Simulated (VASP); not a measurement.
# MgCd3O4 (P1) in VASP: single point with PBEsol

Aim: the single point of MgCd3O4 with PBEsol.

Everything below comes from runs of VASP 6.6.1. Logs are shortened: lines on timing, memory, paths and dates and some standing lists are left out, and cuts for length are marked.

## Step 1: The cell of the first run

The typed cell holds 16 atoms: a = 9.086 Å, b = 4.543 Å, c = 4.543 Å, α = 90.00°, β = 90.00°, γ = 90.00°.

## Step 2: Single point, PBEsol, collinear spin, ferromagnetic start

Input file INCAR:

```
  PREC = Accurate
  ENCUT = 600
  EDIFF = 1E-6
  ISMEAR = -1
  SIGMA = 0.05
  LREAL = False
  LASPH = True
  NELM = 200
  ALGO = Normal
  ISIF = 2
  LWAVE = False
  LCHARG = False
  ISPIN = 2
  MAGMOM = 0.25 0.25 0.25 0.25 0.25 0.25 0.25 0.25 0.25 0.25 0.25 0.25 0.25 0.25 0.25 0.25
  LORBIT = 11
  GGA = PS
  NBANDS = 80
  GGA_COMPAT = False
```

Input file KPOINTS:

```
regular mesh
0
Gamma
  1 1 1
```

Input file POSCAR:

```
MgCd3O4
1.0
    9.0859220000      0.0000000000      0.0000000000
    0.0000000000      4.5429610000      0.0000000000
    0.0000000000      0.0000000000      4.5429610000
O Mg Cd
8 2 6
Direct
    0.2496570000      0.9890390000      0.9892290000
    0.7560980000      0.0117790000      0.9959050000
    0.0068040000      0.5154040000      0.9971900000
    0.5000930000      0.4835650000      0.9942960000
    0.0014670000      0.0058490000      0.4952980000
    0.5023890000      0.9897560000      0.4884590000
    0.2458800000      0.4810910000      0.4866060000
    0.7436290000      0.5149190000      0.5015970000
    0.9939410000      0.0146040000      0.0110110000
    0.0010600000      0.5121350000      0.4843480000
    0.4974330000      0.9969140000      0.0025770000
    0.2515350000      0.5030740000      0.0115930000
    0.7451300000      0.4997320000      0.9914260000
    0.2550140000      0.0068000000      0.4983440000
    0.7452300000      0.0026590000      0.4895790000
    0.4992380000      0.4983530000      0.4956060000
```

Potentials or basis: VASP PAW PBE potentials, release 64 (O, Mg, Cd).

Command:

```sh
cat potpaw_PBE.64/O/POTCAR potpaw_PBE.64/Mg/POTCAR potpaw_PBE.64/Cd/POTCAR > POTCAR
mpirun -np 1 vasp_gam > vasp.out
```

OUTCAR:

```text
PREC = Accurate
   ENCUT = 600
   EDIFF = 1E-6
   ISMEAR = -1
   LREAL = False
   LASPH = True
   NELM = 200
   ISIF = 2
   ISPIN = 2
   LORBIT = 11
   GGA = PS

 ion  position               nearest neighbor table
   1  0.250  0.989  0.989-  12 2.21  14 2.23  11 2.25  14 2.31   9 2.33  12 2.34
   2  0.756  0.012  0.996-   9 2.16  13 2.22  15 2.25  15 2.30  13 2.33  11 2.35
   3  0.007  0.515  0.997-  10 2.21  12 2.23   9 2.27   9 2.28  10 2.33  13 2.38
   4  0.500  0.484  0.994-  11 2.21  13 2.23  12 2.26  16 2.27  16 2.28  11 2.33
   5  0.001  0.006  0.495-   9 2.20  10 2.24  10 2.30  14 2.30  15 2.33   9 2.34
   6  0.502  0.990  0.488-  15 2.21  11 2.21  16 2.23  14 2.25  16 2.31  11 2.34
   7  0.246  0.481  0.487-  14 2.16  12 2.16  10 2.23  16 2.30  12 2.39  14 2.39
   8  0.744  0.515  0.502-  15 2.22  16 2.22  13 2.23  13 2.32  15 2.33  10 2.34
   9  0.994  0.015  0.011-   2 2.16   5 2.20   3 2.27   3 2.28   1 2.33   5 2.34  10 3.12  15 3.14
                            10 3.14  13 3.16  12 3.23  14 3.24  13 3.25  15 3.27  10 3.29  12 3.30
  10  0.001  0.512  0.484-   3 2.21   7 2.23   5 2.24   5 2.30   3 2.33   8 2.34   9 3.12  12 3.13
                             9 3.14  15 3.22  14 3.22  13 3.23  14 3.26  13 3.27  15 3.28   9 3.29
  11  0.497  0.997  0.003-   6 2.21   4 2.21   1 2.25   4 2.33   6 2.34   2 2.35  14 3.15  15 3.16
                            12 3.17  14 3.18  16 3.19  13 3.19  16 3.19  12 3.21  13 3.21  16 3.23
  12  0.252  0.503  0.012-   7 2.16   1 2.21   3 2.23   4 2.26   1 2.34   7 2.39  10 3.13  16 3.15
                            14 3.16  11 3.17  14 3.18  11 3.21   9 3.23  14 3.24  16 3.25  14 3.27
  13  0.745  0.500  0.991-   2 2.22   8 2.23   4 2.23   8 2.32   2 2.33   3 2.38   9 3.16  16 3.17
                            11 3.19  15 3.20  16 3.20  11 3.21  15 3.21  15 3.22  15 3.23  10 3.23
  14  0.255  0.007  0.498-   7 2.16   1 2.23   6 2.25   5 2.30   1 2.31   7 2.39  16 3.15  11 3.15
                            12 3.16  11 3.18  12 3.18  16 3.20  10 3.22  12 3.24   9 3.24  10 3.26
  15  0.745  0.003  0.490-   6 2.21   8 2.22   2 2.25   2 2.30   8 2.33   5 2.33   9 3.14  11 3.16
                            16 3.17  13 3.20  16 3.20  13 3.21  13 3.22  10 3.22  13 3.23  11 3.24
  16  0.499  0.498  0.496-   8 2.22   6 2.23   4 2.27   4 2.28   7 2.30   6 2.31  12 3.15  14 3.15
                            13 3.17  15 3.17  11 3.19  11 3.19  13 3.20  15 3.20  14 3.20  11 3.23

  LATTYP: Found a simple tetragonal cell.
 ALAT       =     4.5429610000
 C/A-ratio  =     2.0000000000

  Lattice vectors:

 A1 = (   0.0000000000,   4.5429610000,   0.0000000000)
 A2 = (   0.0000000000,   0.0000000000,   4.5429610000)
 A3 = (   9.0859220000,   0.0000000000,   0.0000000000)

Analysis of symmetry for initial positions (statically):
=====================================================================
 Subroutine PRICEL returns:
 Original cell was already a primitive cell.

 Routine SETGRP: Setting up the symmetry group for a
 simple tetragonal supercell.

 Subroutine GETGRP returns: Found  1 space group operations
 (whereof  1 operations were pure point group operations)
 out of a pool of 16 trial point group operations.

The static configuration has the point symmetry C_1 .

Analysis of symmetry for dynamics (positions and initial velocities):
=====================================================================
 Subroutine PRICEL returns:
 Original cell was already a primitive cell.

 Routine SETGRP: Setting up the symmetry group for a
 simple tetragonal supercell.

 Subroutine GETGRP returns: Found  1 space group operations
 (whereof  1 operations were pure point group operations)
 out of a pool of 16 trial point group operations.

The dynamic configuration has the point symmetry C_1 .

Analysis of structural, dynamic, and magnetic symmetry:
=====================================================================
 Subroutine PRICEL returns:
 Original cell was already a primitive cell.

 Routine SETGRP: Setting up the symmetry group for a
 simple tetragonal supercell.

 Subroutine GETGRP returns: Found  1 space group operations
 (whereof  1 operations were pure point group operations)
 out of a pool of 16 trial point group operations.

The overall configuration has the point symmetry C_1 .

 Subroutine INISYM returns: Found  1 space group operations
 (whereof  1 operations are pure point group operations),
 and found     1 'primitive' translations

----------------------------------------------------------------------------------------

                                     Primitive cell

  volume of cell :     187.5198

  direct lattice vectors                    reciprocal lattice vectors
[... 88 lines left out ...]
   LASPH  =      T    aspherical Exc in radial PAW
   ENCUT  =  600.0 eV  44.10 Ry    6.64 a.u.  18.15  9.07  9.07*2*pi/ulx,y,z
   NELM   =    200;   NELMIN=  2; NELMDL= -5     # of ELM steps
   EDIFF  = 0.1E-05   stopping-criterion for ELM
   LREAL  =      F    real-space projection
   EDIFFG = 0.1E-04   stopping-criterion for IOM
   NSW    =      0    number of steps for IOM
   IBRION =     -1    ionic relax: 0-MD 1-quasi-New 2-CG
   NFREE  =      0    steps in history (QN), initial steepest desc. (CG)
   ISIF   =      2    stress and relaxation
   ISYM   =      2    0-nonsym 1-usesym 2-fastsym
   POTIM  = 0.5000    time-step for ionic-motion
   TEBEG  =    0.0;   TEEND  =   0.0 temperature during run
   PSTRESS=    0.0 pullay stress
   NELECT =     124.0000    total number of electrons
   NUPDOWN=      -1.0000    fix difference up-down
   EMIN   =  10.00;   EMAX   =-10.00  energy-range for DOS
   EFERMI =   0.00;   METHOD = LEGACY
   ISMEAR =    -1;   SIGMA  =   0.05  broadening in eV -4-tet -1-fermi 0-gaus
   EFERMI_NEDOS =   21; number of points for ismear=-14 and -15
   IALGO  =     38    algorithm
   IMIX   =      4    mixing-type and parameters
     AMIX     =   0.40;   BMIX     =  1.00
     AMIX_MAG =   1.60;   BMIX_MAG =  1.00
  volume/ion in A,a.u.               =      11.72        79.09
  Fermi-wavevector in a.u.,A,eV,Ry     =   1.426263  2.695247 27.677340  2.034227
  Thomas-Fermi vector in A             =   2.546559
   LORBIT       =     11    0 simple, 1 ext, 2 COOP (PROOUT), +10 PAW based schemes
   GGA     = PS    functional components
   LHFCALC =     F    Hartree Fock is set to
   AEXX    =    0.0000 exact exchange contribution
   IVDW    =     0    specifies the selected vdW correction
   LEPSILON=     F    determine dielectric tensor
   LRPA    =     F    only Hartree local field effects (RPA)
 spin polarized calculation
  energy-cutoff  :      600.00
  volume of cell :      187.52
 maximum number of plane-waves:      3149
 NGX is ok and might be reduce to    80
   NGX = 37   NGY = 19   NGZ = 19

 number of electron     123.9999999 magnetization      -0.0076686

 number of electron     123.9999999 magnetization       0.0021841

 Free energy of the ion-electron system (eV)
  ---------------------------------------------------
  ext. energy  EPLUGINS =         0.00000000
  ---------------------------------------------------
  free energy    TOTEN  =       -77.04126350 eV

  energy without entropy =      -77.04126205  energy(sigma->0) =      -77.04126277

 E-fermi :   2.2227     XC(G=0): -11.9819

 val. band max:        1.4575883790   @ k =   0.0000   0.0000   0.0000
 cond. band min:       2.9531759439   @ k =   0.0000   0.0000   0.0000
 fundamental gap:      1.4955875649
 Fermi energy:         2.2227037863

 spin component 1

 k-point     1 :       0.0000    0.0000    0.0000
  band No.  band energies     occupation
      1     -15.0417      1.00000
      2     -14.5111      1.00000
      3     -14.4910      1.00000
      4     -14.3256      1.00000
      5     -14.1805      1.00000
      6     -14.0887      1.00000
[... 66 lines left out ...]
     73      11.5540      0.00000
     74      11.8671      0.00000
 Fermi energy:         2.2227037863

 spin component 2

 k-point     1 :       0.0000    0.0000    0.0000
  band No.  band energies     occupation
      1     -15.0417      1.00000
      2     -14.5111      1.00000
      3     -14.4911      1.00000
      4     -14.3256      1.00000
      5     -14.1805      1.00000
      6     -14.0887      1.00000
[... 66 lines left out ...]
     73      11.5545      0.00000
     74      11.8673      0.00000
 [bands above 74 left out]

------------------------ aborting loop because EDIFF is reached ----------------------------------------

  FORCE on cell =-STRESS in cart. coord.  units (eV):
  Direction    XX          YY          ZZ          XY          YZ          ZX
  --------------------------------------------------------------------------------------
  -------------------------------------------------------------------------------------
  Total      -17.0921075      2.2324399      2.1746573      0.2726995     -0.2460948      0.0909132
  in kB     -146.0357468     19.0740681     18.5803712      2.3299566     -2.1026448      0.7767666
  external PRESSURE =     -36.1271025 kB  Pullay stress =       0.0000000 kB

 VOLUME and BASIS-vectors are now :
 -----------------------------------------------------------------------------
  energy-cutoff  :      600.00
  volume of cell :      187.52
      direct lattice vectors                 reciprocal lattice vectors
     9.085922000  0.000000000  0.000000000     0.110060377  0.000000000  0.000000000
     0.000000000  4.542961000  0.000000000     0.000000000  0.220120754  0.000000000
     0.000000000  0.000000000  4.542961000     0.000000000  0.000000000  0.220120754

 POSITION                                       TOTAL-FORCE (eV/Angst)
 -----------------------------------------------------------------------------------
      2.26836      4.49317      4.49403        -0.405989      0.958675      0.766089
      6.86985      0.05351      4.52436        -0.306371     -0.629763     -0.316865
      0.06182      2.34146      4.53020        -0.687817     -0.230006      0.164428
      4.54381      2.19682      4.51705        -0.258247      0.724664      0.239607
      0.01333      0.02657      2.25012        -0.241557     -0.007972     -0.205600
      4.56467      4.49642      2.21905        -0.421385      0.503370      0.585912
[... 8 lines left out ...]
      6.77110      0.01208      2.22414         0.944958      0.554750      0.642444
      4.53604      2.26400      2.25152        -0.224227     -0.495267     -0.037185
 -----------------------------------------------------------------------------------
    total drift:                                0.000365     -0.000614      0.000237

  FREE ENERGIE OF THE ION-ELECTRON SYSTEM (eV)
  ---------------------------------------------------
  free  energy   TOTEN  =       -77.0412634953 eV

  energy  without entropy=      -77.0412620545  energy(sigma->0) =      -77.04126277

 total charge

# of ion       s       p       d       tot
------------------------------------------
    1        1.553   3.401   0.000   4.954
    2        1.553   3.407   0.000   4.960
    3        1.524   3.445   0.000   4.970
    4        1.562   3.398   0.000   4.960
    5        1.524   3.442   0.000   4.966
    6        1.562   3.402   0.000   4.964
[... 8 lines left out ...]
   15        0.218   0.463   9.593  10.274
   16        0.225   0.458   9.599  10.281
--------------------------------------------------
tot         13.818  30.447  57.618 101.883

 magnetization (x)

# of ion       s       p       d       tot
------------------------------------------
    1       -0.000  -0.000   0.000  -0.000
    2       -0.000  -0.000   0.000  -0.000
    3       -0.000  -0.000   0.000  -0.000
    4       -0.000  -0.000   0.000  -0.000
    5       -0.000  -0.000   0.000  -0.000
    6       -0.000  -0.000   0.000  -0.000
[... 8 lines left out ...]
   15        0.000   0.000  -0.000   0.000
   16        0.000   0.000  -0.000   0.000
--------------------------------------------------
tot          0.000  -0.000  -0.000  -0.000
```

Run time: 62 s. Hardware: 1 thread of Intel Xeon 8259CL, shared host; peak memory 0.38 GiB.

What came out:

```
Free energy                                           : -77.0413 eV
Pressure                                              : -3.6 GPa
Largest force                                         : 1.854 eV/Å
Net moment                                            : 0.00 μB per cell
Valence electrons inside the program's atomic spheres : O 4.95, 4.96, 4.97 (each value once); Mg 0.27; Cd 10.27, 10.29, 10.26, 10.28 (each value once)
```

Forces on the atoms (eV/Å):
```
O   -0.406  0.959  0.766
O   -0.306 -0.630 -0.317
O   -0.688 -0.230  0.164
O   -0.258  0.725  0.240
O   -0.242 -0.008 -0.206
O   -0.421  0.503  0.586
O   -0.054  1.372  1.119
O    0.875 -0.763 -0.565
Mg   0.292 -0.202 -0.318
Mg   0.121  0.014  0.315
Cd   0.595 -0.498 -0.820
Cd  -0.212 -0.797 -1.660
Cd   0.927  0.779  0.392
Cd  -0.943 -1.284 -0.302
Cd   0.945  0.555  0.642
Cd  -0.224 -0.495 -0.037
```

Stress tensor (GPa, compression positive):
```
-14.60   0.23   0.08
  0.23   1.91  -0.21
  0.08  -0.21   1.86
```

Caveat: the k points lie up to 1.38 Å⁻¹ apart, too coarse for converged energies, forces and pressures; the PAW data sets were made with another functional, which shifts forces and pressure a little.
